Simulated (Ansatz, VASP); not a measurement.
**One calculation of MnO2, two programs**

The input INCAR:

```
SYSTEM = MnO2
ALGO = Normal
EDIFF = 1E-7
ENCUT = 520
GGA = PE
ISIF = 2
ISMEAR = 0
ISPIN = 2
LASPH = .TRUE.
LCHARG = .FALSE.
LMAXMIX = 4
LORBIT = 11
LREAL = .FALSE.
LWAVE = .FALSE.
MAGMOM = 5 5 0 0 0 0
NBANDS = 38
NELM = 150
PREC = Accurate
SIGMA = 0.01
```

File KPOINTS:

```
k-points
0
G
  8 8 12
  0 0 0
```

POSCAR

```
MnO2
1.0
    4.3305759700      0.0000000000      0.0000000000
    0.0000000000      4.4623126700      0.0000000000
    0.0000000000      0.0000000000      2.8624768000
Mn O
2 4
Direct
    0.0000000000      0.0000000000      0.0000000000
    0.5000000000      0.5000000000      0.5000000000
    0.7860076400      0.1770373300      0.5000000000
    0.7139923600      0.6770373300      0.0000000000
    0.2860076400      0.3229626700      0.0000000000
    0.2139923600      0.8229626700      0.5000000000
```

Input for Ansatz:

```yaml
crystal:
  lattice:
    - [4.33057597, 0.0, 0.0]
    - [0.0, 4.46231267, 0.0]
    - [0.0, 0.0, 2.8624768]
  atoms:
    - { symbol: Mn, position: [0.0, 0.0, 0.0], spin: 5.0 }
    - { symbol: Mn, position: [0.5, 0.5, 0.5], spin: 5.0 }
    - { symbol: O, position: [0.78600764, 0.17703733, 0.5] }
    - { symbol: O, position: [0.71399236, 0.67703733, 0.0] }
    - { symbol: O, position: [0.28600764, 0.32296267, 0.0] }
    - { symbol: O, position: [0.21399236, 0.82296267, 0.5] }
basis:
  ecutwfc: 420
kpoints:
  mp_grid: { grid: [8, 8, 12] }
hamiltonian:
  xc: pbe
scf:
  occupations: { method: gaussian, width: 0.01 }
  lower_state_search: "off"
output:
  forces: true
  stress: true
  eigenvalues: true
  populations: true
magnetization:
  spin_polarized: true
```

Alike in both runs: task single point; functional PBE; k mesh 8 × 8 × 12; occupations gaussian, width 0.01 eV; collinear spin.

|  | VASP | Ansatz |
| --- | --- | --- |
| version | VASP 6.6.1 | Ansatz 0.2.0 |
| potentials or method | VASP PAW PBE potentials, release 64 (Mn_pv, O), cutoff 520 eV | scalar-relativistic, plane waves, PAW |
| valence electrons in the cell | 50 | 54 |

|  | VASP | Ansatz | Ansatz less VASP |
| --- | --- | --- | --- |
| gap on the k mesh at the Fermi level (eV) | 0.14 | 0.16 | +0.022 |
| least direct gap on the mesh (eV) | 0.20 | 0.23 | +0.029 |
| pressure (GPa) | 7.2 | 6.1 | -1.02 |
| traceless stress, the component that is largest in VASP (GPa) | 0.30 | 0.38 | +0.084 |
| rms of the force components (eV/Å) | 0.033 | 0.023 | -0.0105 |
| net moment per atom (μB) | 1.00 | 1.00 | 0.000 |
| size of the moment on the site where the two differ most (μB) | 2.71 | 2.38 | -0.326 |

Site moments also hang on the region over which each program counts them. Atom by atom the forces differ by 0.015 eV/Å (rms over components). The functional is the same, so the differences come from potentials, cutoffs and numerics. VASP's potentials hold 50 valence electrons a cell and Ansatz's 54, so a difference there can come from the potentials and not from the codes.
